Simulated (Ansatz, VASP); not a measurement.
AlCo3: VASP beside Ansatz

Contents of POSCAR:

```
AlCo3
1.0
    3.5749480000      0.0000000000      0.0000000000
    0.0000000000      3.5749480000      0.0000000000
    0.0000000000      0.0000000000      3.5749480000
Al Co
1 3
Direct
    0.0000000000      0.0000000000      0.0000000000
    0.5000000000      0.5000000000      0.0000000000
    0.5000000000      0.0000000000      0.5000000000
    0.0000000000      0.5000000000      0.5000000000
```

The input INCAR.step1:

```
ALGO = Normal
EDIFF = 1E-4
ENCUT = 520
GGA = PE
ISMEAR = 1
ISPIN = 2
LASPH = T
LCHARG = F
LMAXMIX = 4
LREAL = F
LWAVE = T
MAGMOM = 0 1.76 1.76 1.76
NBANDS = 27
NELM = 150
PREC = Accurate
SIGMA = 0.1
```

Contents of INCAR.step2:

```
ALGO = Normal
EDIFF = 1E-7
ENCUT = 520
ISIF = 2
ISMEAR = 1
ISPIN = 2
ISTART = 1
LASPH = T
LCHARG = F
LMAXMIX = 4
LMIXTAU = T
LORBIT = 11
LREAL = F
LWAVE = F
MAGMOM = 0 1.76 1.76 1.76
METAGGA = R2SCAN
NBANDS = 27
NELM = 150
PREC = Accurate
SIGMA = 0.1
```

File KPOINTS:

```
k-points
0
Gamma
  12 12 12
```

Input for Ansatz:

```yaml
crystal:
  lattice:
    - [3.574948, 0.0, 0.0]
    - [0.0, 3.574948, 0.0]
    - [0.0, 0.0, 3.574948]
  atoms:
    - { symbol: Al, position: [0.0, 0.0, 0.0] }
    - { symbol: Co, position: [0.5, 0.5, 0.0], spin: 1.76 }
    - { symbol: Co, position: [0.5, 0.0, 0.5], spin: 1.76 }
    - { symbol: Co, position: [0.0, 0.5, 0.5], spin: 1.76 }
basis:
  ecutwfc: 500
kpoints:
  mp_grid: { grid: [12, 12, 12] }
hamiltonian:
  xc: r2scan
scf:
  occupations: { method: cold, width: 0.1 }
output:
  forces: true
  stress: true
  eigenvalues: true
  populations: true
magnetization:
  spin_polarized: true
```

Alike in both runs: task single point; functional r2SCAN; k mesh 12 × 12 × 12; collinear spin.

|  | VASP | Ansatz |
| --- | --- | --- |
| version | VASP 6.6.1 | Ansatz 0.2.0 |
| potentials or method | VASP PAW PBE potentials, release 64 (Al, Co), cutoff 520 eV | scalar-relativistic, plane waves, PAW |
| occupations | methfessel-paxton of order 1, width 0.1 eV | cold, width 0.1 eV |
| valence electrons in the cell | 30 | 54 |

|  | VASP | Ansatz | Ansatz less VASP |
| --- | --- | --- | --- |
| gap on the k mesh at the Fermi level (eV) | none | none | - |
| pressure (GPa) | 1.3 | 1.5 | +0.19 |
| net moment per atom (μB) | 1.12 | 1.13 | +0.009 |
| size of the moment on the site where the two differ most (μB) | 0.04 | 0.06 | +0.024 |

VASP's potentials were made for PBE, not for r2SCAN. Site moments also hang on the region over which each program counts them. A gap of «none» marks a metal or a gap that the smearing closes. VASP's potentials hold 30 valence electrons a cell and Ansatz's 54, so a difference there can come from the potentials and not from the codes. Ansatz's warnings: stability check not made.
